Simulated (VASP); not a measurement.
# Bi: single point with PBEsol

Bi:

```xyz
1
Lattice="-2.0338 2.0338 2.0338 2.0338 -2.0338 2.0338 2.0338 2.0338 -2.0338" Properties=species:S:1:pos:R:3 pbc="T T T"
Bi    0.0000    0.0000    0.0000
```

```yaml
Program: VASP 6.6.1
Task: single point
Functional: PBEsol
Potentials_or_basis: VASP PAW PBE potentials, release 64 (Bi_d)
Cutoff: 520 eV
k_mesh: 6 × 6 × 6
Occupations: fermi-dirac, width 0.1 eV
Spin: no spin polarisation
Dipole_correction: no
Further_INCAR_settings: ALGO = Normal; EDIFF = 1e-06; NBANDS = 14
```

The pressure is -5.3 GPa.

Levels at points of the mesh, in eV from the Fermi level:
| k point | band 5 | band 6 | band 7 | band 8 | band 9 | band 10 |
| --- | --- | --- | --- | --- | --- | --- |
| (0.00, 0.00, 0.00) | -22.61 | -12.83 | 4.77 | 4.77 | 4.77 | 8.34 |
| (0.50, 0.00, 0.00) | -22.54 | -10.20 | -4.44 | 1.62 | 3.41 | 5.88 |
| (0.50, 0.50, 0.50) | -22.56 | -8.42 | -1.45 | -1.45 | -1.45 | 3.79 |

Wall time 7.8 s on 1 thread of Intel Xeon 8259CL, with other jobs on the host, peak memory 0.15 GiB.

Caveat: the k points lie up to 0.36 Å⁻¹ apart; the PAW data sets were made with another functional, which shifts forces and pressure a little; spin-orbit coupling is left out, which moves the levels of the heavy elements.
